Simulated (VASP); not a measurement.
# BaS (R-3m) in VASP: notebook, part 2 of 3

VASP 6.6.1. Earlier steps stand in the parts before.

## Step 3: Electric field gradients, PBE (equal xy, yz and zx shear strains of +2 %)

INCAR reads:

```
PREC = Accurate
ENCUT = 520
EDIFF = 1E-8
ISMEAR = -1
SIGMA = 0.02
LREAL = False
LASPH = True
NELM = 80
ALGO = Normal
ISIF = 2
LWAVE = False
LCHARG = False
GGA = PE
LEFG = True
NBANDS = 15
```

KPOINTS reads:

```
Automatic mesh
0
Gamma
  8 8 8
```

POSCAR reads:

```
BaS
1.0
    0.0638750000      3.2256875000      3.2256875000
    3.2256875000      0.0638750000      3.2256875000
    3.2256875000      3.2256875000      0.0638750000
Ba S
1 1
Direct
    0.0000000000      0.0000000000      0.0000000000
    0.5000000000      0.5000000000      0.5000000000
```

Potentials or basis: VASP PAW PBE potentials, release 64 (Ba_sv, S).

Launch:

```console
cat potpaw_PBE.64/Ba_sv/POTCAR potpaw_PBE.64/S/POTCAR > POTCAR
mpirun -np 1 vasp_std > vasp.out
```

OUTCAR:

```text
PREC = Accurate
   ENCUT = 520
   EDIFF = 1E-8
   ISMEAR = -1
   LREAL = False
   LASPH = True
   NELM = 80
   ISIF = 2
   GGA = PE

 ion  position               nearest neighbor table
   1  0.000  0.000  0.000-   2 3.19   2 3.19   2 3.19   2 3.19   2 3.19   2 3.19
   2  0.500  0.500  0.500-   1 3.19   1 3.19   1 3.19   1 3.19   1 3.19   1 3.19

  LATTYP: Found a trigonal (rhomboedric) cell.
 ALAT       =     4.5622581811
 COS(alpha) =     0.5197000882

  Lattice vectors:

 A1 = (   0.0638750000,   3.2256875000,   3.2256875000)
 A2 = (   3.2256875000,   0.0638750000,   3.2256875000)
 A3 = (   3.2256875000,   3.2256875000,   0.0638750000)

Analysis of symmetry for initial positions (statically):
=====================================================================
 Subroutine PRICEL returns:
 Original cell was already a primitive cell.

 Routine SETGRP: Setting up the symmetry group for a
 trigonal (rhombohedral) supercell.

 Subroutine GETGRP returns: Found 12 space group operations
 (whereof 12 operations were pure point group operations)
 out of a pool of 12 trial point group operations.

The static configuration has the point symmetry D_3d.

Analysis of symmetry for dynamics (positions and initial velocities):
=====================================================================
 Subroutine PRICEL returns:
 Original cell was already a primitive cell.

 Routine SETGRP: Setting up the symmetry group for a
 trigonal (rhombohedral) supercell.

 Subroutine GETGRP returns: Found 12 space group operations
 (whereof 12 operations were pure point group operations)
 out of a pool of 12 trial point group operations.

[... 576 lines left out ...]
      6       0.0133      2.00000
      7       0.6014      2.00000
      8       0.9370      2.00000
      9       5.6003      0.00000
     10       6.3798      0.00000
     11       6.8193      0.00000
     12       7.1494      0.00000
     13       8.2242      0.00000
     14       9.1027      0.00000
     15      11.4942      0.00000

 [... further k-points ...]

------------------------ aborting loop because EDIFF is reached ----------------------------------------

  FORCE on cell =-STRESS in cart. coord.  units (eV):
  Direction    XX          YY          ZZ          XY          YZ          ZX
  --------------------------------------------------------------------------------------
  -------------------------------------------------------------------------------------
  Total        0.5772934      0.5772934      0.5772934     -0.1576134     -0.1576134     -0.1576134
  in kB       14.2005072     14.2005072     14.2005072     -3.8770423     -3.8770423     -3.8770423
  external PRESSURE =      14.2005072 kB  Pullay stress =       0.0000000 kB

 VOLUME and BASIS-vectors are now :
 -----------------------------------------------------------------------------
  energy-cutoff  :      520.00
  volume of cell :       65.13
      direct lattice vectors                 reciprocal lattice vectors
     0.063875000  3.225687500  3.225687500    -0.159687509  0.156586780  0.156586780
     3.225687500  0.063875000  3.225687500     0.156586780 -0.159687509  0.156586780
     3.225687500  3.225687500  0.063875000     0.156586780  0.156586780 -0.159687509

 POSITION                                       TOTAL-FORCE (eV/Angst)
 -----------------------------------------------------------------------------------
      0.00000      0.00000      0.00000        -0.000000      0.000000     -0.000000
      3.25762      3.25762      3.25762         0.000000     -0.000000      0.000000
 -----------------------------------------------------------------------------------
    total drift:                                0.000000      0.000000      0.000000

  FREE ENERGIE OF THE ION-ELECTRON SYSTEM (eV)
  ---------------------------------------------------
  free  energy   TOTEN  =       -10.1799703741 eV

  energy  without entropy=      -10.1799703741  energy(sigma->0) =      -10.17997037

 Electric field gradients (V/A^2)
---------------------------------------------------------------------
 ion       V_xx      V_yy      V_zz      V_xy      V_xz      V_yz
---------------------------------------------------------------------
   1      -0.000     0.000    -0.000    -7.295    -7.295    -7.295
   2       0.000     0.000    -0.000     1.523     1.523     1.523
---------------------------------------------------------------------

 Electric field gradients after diagonalization (V/A^2)
 (convention: |V_zz| > |V_xx| > |V_yy|)
----------------------------------------------------------------------
 ion       V_xx      V_yy      V_zz     asymmetry (V_yy - V_xx)/ V_zz
----------------------------------------------------------------------
   1       7.295     7.295   -14.590       0.000
   2      -1.523    -1.523     3.046       0.000
----------------------------------------------------------------------

           NMR quadrupolar parameters

 Cq : quadrupolar parameter    Cq=e*Q*V_zz/h
 eta: asymmetry parameters     (V_yy - V_xx)/ V_zz
 Q  : nuclear electric quadrupole moment in mb (millibarn)
----------------------------------------------------------------------
 ion       Cq(MHz)       eta       Q (mb)
----------------------------------------------------------------------
   1      -0.035       0.000       1.000
   2       0.007       0.000       1.000
----------------------------------------------------------------------
```

Wall time 59 s (1 thread of Intel Xeon Platinum 8259CL at 2.50GHz (Skylake/Cascade Lake), shared host); peak memory 0.24 GiB.

Results:

```yaml
Free_energy: -10.1800 eV
Pressure: 1.4 GPa
Band_gap_on_the_k_mesh: 2.08 eV, indirect (least direct gap 2.21 eV)
```

Electric field gradients, principal values (V/Å²):
```csv
atom,least,middle,greatest (by size)
1 Ba,7.295,7.295,-14.590
2 S,-1.523,-1.523,3.046
```

Caveat: the cell differs from its parent crystal (equal xy, yz and zx shear strains of +2 %); without QUAD_EFG the Cq values of the log hold for a quadrupole moment of 1 mb, not for the nuclei; spin-orbit coupling is left out, which moves the levels of the heavy elements. A k mesh can miss the band edges.

## Step 4: Electric field gradients, PBE (equal xy, yz and zx shear strains of +2 %)

INCAR reads:

```
SYSTEM = BaS
PREC     = Accurate       ! precision mode
ENCUT    = 520            ! plane-wave cutoff, eV
EDIFF    = 1E-8           ! SCF threshold, eV
ISMEAR   = -1             ! smearing method
SIGMA    = 0.02           ! smearing width, eV
LREAL    = .False.        ! projectors in reciprocal space
LASPH    = .True.         ! aspherical terms in the spheres
NELM     = 80             ! most SCF steps
ALGO     = Normal         ! electronic algorithm
ISIF     = 2              ! what is computed and relaxed
LWAVE    = .False.        ! write WAVECAR
LCHARG   = .False.        ! write CHGCAR
GGA      = PE             ! functional
LEFG     = .True.       
NBANDS   = 15             ! bands
```

KPOINTS reads:

```
regular mesh
0
Gamma
  8 8 8
  0 0 0
```

POSCAR is that of step 3.

Potentials or basis: VASP PAW PBE potentials, release 64 (Ba_sv, S).

Launch:

```console
cat potpaw_PBE.64/Ba_sv/POTCAR potpaw_PBE.64/S/POTCAR > POTCAR
mpirun -np 1 vasp_std > vasp.out
```

OUTCAR:

```text
SYSTEM = BaS
   PREC = Accurate
   ENCUT = 520
   EDIFF = 1E-8
   ISMEAR = -1
   LREAL = .False.
   LASPH = .True.
   NELM = 80
   ISIF = 2
   GGA = PE

 ion  position               nearest neighbor table
   1  0.000  0.000  0.000-   2 3.19   2 3.19   2 3.19   2 3.19   2 3.19   2 3.19
   2  0.500  0.500  0.500-   1 3.19   1 3.19   1 3.19   1 3.19   1 3.19   1 3.19

  LATTYP: Found a trigonal (rhomboedric) cell.
 ALAT       =     4.5622581811
 COS(alpha) =     0.5197000882

  Lattice vectors:

 A1 = (   0.0638750000,   3.2256875000,   3.2256875000)
[... 646 lines left out ...]
  free  energy   TOTEN  =       -10.1799703741 eV

  energy  without entropy=      -10.1799703741  energy(sigma->0) =      -10.17997037

 Electric field gradients (V/A^2)
---------------------------------------------------------------------
 ion       V_xx      V_yy      V_zz      V_xy      V_xz      V_yz
---------------------------------------------------------------------
   1      -0.000     0.000    -0.000    -7.295    -7.295    -7.295
   2       0.000     0.000    -0.000     1.523     1.523     1.523
---------------------------------------------------------------------

 Electric field gradients after diagonalization (V/A^2)
 (convention: |V_zz| > |V_xx| > |V_yy|)
----------------------------------------------------------------------
 ion       V_xx      V_yy      V_zz     asymmetry (V_yy - V_xx)/ V_zz
----------------------------------------------------------------------
   1       7.295     7.295   -14.590       0.000
   2      -1.523    -1.523     3.046       0.000
----------------------------------------------------------------------

           NMR quadrupolar parameters

 Cq : quadrupolar parameter    Cq=e*Q*V_zz/h
 eta: asymmetry parameters     (V_yy - V_xx)/ V_zz
 Q  : nuclear electric quadrupole moment in mb (millibarn)
----------------------------------------------------------------------
 ion       Cq(MHz)       eta       Q (mb)
----------------------------------------------------------------------
   1      -0.035       0.000       1.000
   2       0.007       0.000       1.000
----------------------------------------------------------------------
```

OSZICAR:

```text
N       E                     dE             d eps       ncg     rms          rms(c)
DAV:   1     0.811661383775E+02    0.81166E+02   -0.68259E+03  1950   0.929E+02
DAV:   2    -0.599692025691E+01   -0.87163E+02   -0.79617E+02  2701   0.168E+02
DAV:   3    -0.105654006886E+02   -0.45685E+01   -0.45402E+01  2688   0.402E+01
DAV:   4    -0.106589170000E+02   -0.93516E-01   -0.93495E-01  2489   0.590E+00
DAV:   5    -0.106615277022E+02   -0.26107E-02   -0.26106E-02  2735   0.828E-01    0.481E+00
DAV:   6    -0.101627793244E+02    0.49875E+00   -0.67739E-01  2258   0.497E+00    0.330E+00
DAV:   7    -0.101648133229E+02   -0.20340E-02   -0.18634E-01  2512   0.243E+00    0.212E+00
DAV:   8    -0.101785767978E+02   -0.13763E-01   -0.24598E-02  2244   0.113E+00    0.200E-01
DAV:   9    -0.101790270468E+02   -0.45025E-03   -0.32470E-03  2566   0.414E-01    0.146E-01
DAV:  10    -0.101798756824E+02   -0.84864E-03   -0.96663E-04  2041   0.209E-01    0.394E-02
DAV:  11    -0.101799675663E+02   -0.91884E-04   -0.12211E-04  2482   0.672E-02    0.118E-02
DAV:  12    -0.101799703322E+02   -0.27659E-05   -0.64755E-06  2244   0.167E-02    0.349E-03
DAV:  13    -0.101799702686E+02    0.63653E-07   -0.27332E-07  2596   0.330E-03    0.268E-03
DAV:  14    -0.101799703952E+02   -0.12668E-06   -0.31948E-08  2384   0.136E-03    0.381E-04
DAV:  15    -0.101799703806E+02    0.14645E-07   -0.11174E-08  2091   0.684E-04    0.487E-04
DAV:  16    -0.101799703741E+02    0.65420E-08   -0.12183E-09  1234   0.276E-04
   1 F= -.10179970E+02 E0= -.10179970E+02  d E =-.867561E-13
```

Run time: 61 s. Hardware: 1 thread of Intel Xeon Platinum 8259CL at 2.50GHz (Skylake/Cascade Lake), shared host; peak memory 0.24 GiB.

What came out:

```yaml
Free_energy: -10.1800 eV
Pressure: 1.4 GPa
Band_gap_on_the_k_mesh: 2.08 eV, indirect (least direct gap 2.21 eV)
```

Electric field gradients, principal values (V/Å²):
| atom | least | middle | greatest (by size) |
| --- | --- | --- | --- |
| 1 Ba | 7.295 | 7.295 | -14.590 |
| 2 S | -1.523 | -1.523 | 3.046 |

Caveat: the cell differs from its parent crystal (equal xy, yz and zx shear strains of +2 %); without QUAD_EFG the Cq values of the log hold for a quadrupole moment of 1 mb, not for the nuclei; spin-orbit coupling is left out, which moves the levels of the heavy elements. A k mesh can miss the band edges.

## Step 5: Electric field gradients, PBE (equal xy, yz and zx shear strains of -2 %)

INCAR reads:

```
SYSTEM = BaS
PREC = Accurate
ENCUT = 520
EDIFF = 1E-8
ISMEAR = -1
SIGMA = 0.02
LREAL = .False.
LASPH = .True.
NELM = 100
ALGO = Normal
ISIF = 2
LWAVE = .False.
LCHARG = .False.
GGA = PE
LEFG = .True.
NBANDS = 15
```

KPOINTS reads:

```
Automatic mesh
0
Gamma
  8 8 8
  0 0 0
```

POSCAR reads:

```
BaS
1.0
   -0.0638750000      3.1618125000      3.1618125000
    3.1618125000     -0.0638750000      3.1618125000
    3.1618125000      3.1618125000     -0.0638750000
Ba S
1 1
Direct
    0.0000000000      0.0000000000      0.0000000000
    0.5000000000      0.5000000000      0.5000000000
```

Potentials or basis: VASP PAW PBE potentials, release 64 (Ba_sv, S).

Launch:

```console
cat potpaw_PBE.64/Ba_sv/POTCAR potpaw_PBE.64/S/POTCAR > POTCAR
mpirun -np 1 vasp_std > vasp.out
```

OUTCAR:

```text
SYSTEM = BaS
   PREC = Accurate
   ENCUT = 520
   EDIFF = 1E-8
   ISMEAR = -1
   LREAL = .False.
   LASPH = .True.
   NELM = 100
   ISIF = 2
   GGA = PE

 ion  position               nearest neighbor table
   1  0.000  0.000  0.000-   2 3.19   2 3.19   2 3.19   2 3.19   2 3.19   2 3.19
   2  0.500  0.500  0.500-   1 3.19   1 3.19   1 3.19   1 3.19   1 3.19   1 3.19

  LATTYP: Found a trigonal (rhomboedric) cell.
 ALAT       =     4.4719343226
 COS(alpha) =     0.4797000918

  Lattice vectors:

 A1 = (  -0.0638750000,   3.1618125000,   3.1618125000)
[... 646 lines left out ...]
  free  energy   TOTEN  =       -10.1802412048 eV

  energy  without entropy=      -10.1802412048  energy(sigma->0) =      -10.18024120

 Electric field gradients (V/A^2)
---------------------------------------------------------------------
 ion       V_xx      V_yy      V_zz      V_xy      V_xz      V_yz
---------------------------------------------------------------------
   1       0.000    -0.000     0.000     7.129     7.129     7.129
   2      -0.000     0.000    -0.000    -1.337    -1.337    -1.337
---------------------------------------------------------------------

 Electric field gradients after diagonalization (V/A^2)
 (convention: |V_zz| > |V_xx| > |V_yy|)
----------------------------------------------------------------------
 ion       V_xx      V_yy      V_zz     asymmetry (V_yy - V_xx)/ V_zz
----------------------------------------------------------------------
   1      -7.129    -7.129    14.258       0.000
   2       1.337     1.337    -2.674       0.000
----------------------------------------------------------------------

           NMR quadrupolar parameters

 Cq : quadrupolar parameter    Cq=e*Q*V_zz/h
 eta: asymmetry parameters     (V_yy - V_xx)/ V_zz
 Q  : nuclear electric quadrupole moment in mb (millibarn)
----------------------------------------------------------------------
 ion       Cq(MHz)       eta       Q (mb)
----------------------------------------------------------------------
   1       0.034       0.000       1.000
   2      -0.006       0.000       1.000
----------------------------------------------------------------------
```

OSZICAR:

```text
N       E                     dE             d eps       ncg     rms          rms(c)
DAV:   1     0.818032665729E+02    0.81803E+02   -0.68223E+03  1950   0.923E+02
DAV:   2    -0.579539522170E+01   -0.87599E+02   -0.78678E+02  2667   0.168E+02
DAV:   3    -0.105628005768E+02   -0.47674E+01   -0.47342E+01  2678   0.412E+01
DAV:   4    -0.106593524015E+02   -0.96552E-01   -0.96532E-01  2415   0.595E+00
DAV:   5    -0.106617500917E+02   -0.23977E-02   -0.23976E-02  2760   0.791E-01    0.481E+00
DAV:   6    -0.101630383695E+02    0.49871E+00   -0.67700E-01  2272   0.496E+00    0.330E+00
DAV:   7    -0.101650789269E+02   -0.20406E-02   -0.18618E-01  2526   0.242E+00    0.212E+00
DAV:   8    -0.101788314541E+02   -0.13753E-01   -0.24551E-02  2216   0.113E+00    0.200E-01
DAV:   9    -0.101793041998E+02   -0.47275E-03   -0.32327E-03  2573   0.414E-01    0.147E-01
DAV:  10    -0.101801482831E+02   -0.84408E-03   -0.96629E-04  2090   0.209E-01    0.394E-02
DAV:  11    -0.101802384073E+02   -0.90124E-04   -0.11962E-04  2482   0.664E-02    0.118E-02
DAV:  12    -0.101802411578E+02   -0.27505E-05   -0.64077E-06  2258   0.167E-02    0.345E-03
DAV:  13    -0.101802410975E+02    0.60302E-07   -0.27595E-07  2638   0.331E-03    0.267E-03
DAV:  14    -0.101802412261E+02   -0.12861E-06   -0.32351E-08  2328   0.137E-03    0.385E-04
DAV:  15    -0.101802412109E+02    0.15220E-07   -0.11021E-08  2192   0.678E-04    0.476E-04
DAV:  16    -0.101802412048E+02    0.60991E-08   -0.12131E-09  1199   0.277E-04
   1 F= -.10180241E+02 E0= -.10180241E+02  d E =-.541803E-12
```

Wall time 63 s (1 thread of Intel Xeon Platinum 8259CL at 2.50GHz (Skylake/Cascade Lake), shared host); peak memory 0.24 GiB.

Results:

```
Free energy            : -10.1802 eV
Pressure               : 1.4 GPa
Band gap on the k mesh : 2.06 eV, indirect (least direct gap 2.21 eV)
```

Stress tensor (GPa, compression positive):
```
1.42 0.35 0.35
0.35 1.42 0.35
0.35 0.35 1.42
```

Electric field gradients, principal values (V/Å²):
```
atom   least  middle  greatest (by size)
1 Ba  -7.129  -7.129              14.258
 2 S   1.337   1.337              -2.674
```

Caveat: the cell differs from its parent crystal (equal xy, yz and zx shear strains of -2 %); without QUAD_EFG the Cq values of the log hold for a quadrupole moment of 1 mb, not for the nuclei; spin-orbit coupling is left out, which moves the levels of the heavy elements. A k mesh can miss the band edges.

(Continued in part 3 of 3.)
